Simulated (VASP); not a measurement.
Set up this calculation in VASP 6.6.1, as the native input.

* Task: single point
* Functional: LDA
* Potentials or basis: VASP PAW LDA potentials, release 64 (O, C, S)
* Cutoff: 520 eV
* k mesh: 1 × 1 × 1
* Occupations: fermi-dirac, width 0.02 eV
* Spin: no spin polarisation
* Dipole correction: no
* Further INCAR settings: LREAL = Auto; ALGO = Normal; EDIFF = 1e-06; NBANDS = 101

The structure of CSO lies in POSCAR:

```
CSO
1.0
    9.0734730000      0.0000000000      0.0000000000
    0.0000000000      9.0734730000      0.0000000000
    0.0000000000      0.0000000000      9.0734730000
O C S
10 10 10
Direct
    0.4171941659      0.9110954537      0.9375792489
    0.1198658992      0.4241154407      0.1646337626
    0.7255105074      0.3487969821      0.8672754082
    0.9271091676      0.8280511773      0.2708444716
    0.2976037952      0.1714668683      0.9129690472
    0.4691478114      0.4698311220      0.2707342602
    0.9223370147      0.7960017074      0.7424499968
    1.2095588977      0.5497784586      0.7571521952
    0.3395282049      0.8735133724      0.3491386374
    0.8409238667      0.1184772358      0.4698641854
    0.4315987935      0.8617097334      0.8165781724
    0.1766578244      0.5328940748      0.1224889301
    0.6615328001      0.2440851480      0.8133600001
    0.9368628749      0.7168258505      0.3372578504
    0.2014774277      0.1311846081      0.9861494050
    0.5025639025      0.4837838830      0.3898948065
    0.8323935058      0.7371378082      0.8059537952
    1.1332595578      0.4441739122      0.7406866147
    0.2467192000      0.9410839708      0.4141633529
    0.8064828098      0.1611841464      0.3512987805
    0.4237517431      0.7606018115      0.6724216846
    0.2589747057      0.6858013464      0.1004356325
    0.5718317562      0.1379736293      0.7226560326
    0.9430898180      0.5843958537      0.4469622602
    0.0853917789      0.0456936390      1.0885798635
    0.5584080098      0.4702058407      0.5612845269
    0.7148310245      0.6420143643      0.8853721172
    1.0595612066      0.2956310114      0.7273069529
    0.1202626602      1.0216925757      0.5107856716
    0.7781033789      0.1871389268      0.1825541334
```

The input as run:

INCAR

```
SYSTEM = CSO
ALGO     = Normal         ! electronic algorithm
EDIFF    = 1E-6           ! SCF threshold, eV
ENCUT    = 520            ! plane-wave cutoff, eV
GGA      = CA             ! functional
ISIF     = 2              ! what is computed and relaxed
ISMEAR   = -1             ! smearing method
LASPH    = .TRUE.         ! aspherical terms in the spheres
LCHARG   = .FALSE.        ! write CHGCAR
LREAL    = Auto         
LWAVE    = .FALSE.        ! write WAVECAR
NBANDS   = 101            ! bands
NELM     = 100            ! most SCF steps
PREC     = Accurate       ! precision mode
SIGMA    = 0.02           ! smearing width, eV
```

KPOINTS

```
k-points
0
G
  1 1 1
  0 0 0
```

Potentials or basis: VASP PAW LDA potentials, release 64 (O, C, S).

The run is started by

```sh
$ cat potpaw_LDA.64/O/POTCAR potpaw_LDA.64/C/POTCAR potpaw_LDA.64/S/POTCAR > POTCAR
$ mpirun -np 1 vasp_gam > vasp.out
```

Results of the run:

```json
{
  "Pressure": "-1.2 GPa",
  "Largest force": "6.926 eV/Å",
  "Band gap on the k mesh": "3.59 eV"
}
```

Caveat: the k points lie up to 0.69 Å⁻¹ apart.

Run time: 2.1 min on 1 thread of Intel(R) Xeon(R) Platinum 8175M CPU @ 2.50GHz (Skylake/Cascade Lake), on a shared host, peak memory 0.5 GiB.
